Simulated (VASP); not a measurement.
Runs of VASP 6.6.1 on SiC. The structure is that of space group F-43m (No. 216), or close to it. The cells are those of the table. 

```csv
task,cell,gap on the mesh (eV),pressure (GPa)
relaxation of cell and atoms,"relaxed to 30 GPa from a = 3.082 Å, angles 60.0°, 2 atoms",(b),29.8
single point,"a = 3.097 Å, angles 60.0°, 2 atoms",(a),-0.2
single point,"a = 3.053 Å, angles 60.0°, 2 atoms",1.33,9.8
relaxation of cell and atoms,"relaxed to 20 GPa from a = 3.082 Å, angles 60.0°, 2 atoms",1.29,19.5
relaxation of cell and atoms,"relaxed to 10 GPa from a = 3.082 Å, angles 60.0°, 2 atoms",1.33,10.0
```

Alike in all rows: level PBE; potentials or basis VASP PAW PBE potentials, release 64 (Si, C); no spin polarisation; k mesh 8 × 8 × 8; cutoff (eV) 600; smearing gaussian 0.01 eV.

Question: Fill in the values left out.

Answer: (a) 1.37; (b) 1.26.

Caveats: the cell is relaxed towards a set pressure, so the run minimises the enthalpy, not the energy (at least some runs); the cell stands under pressure (at least some runs).

A k mesh can miss the band edges.
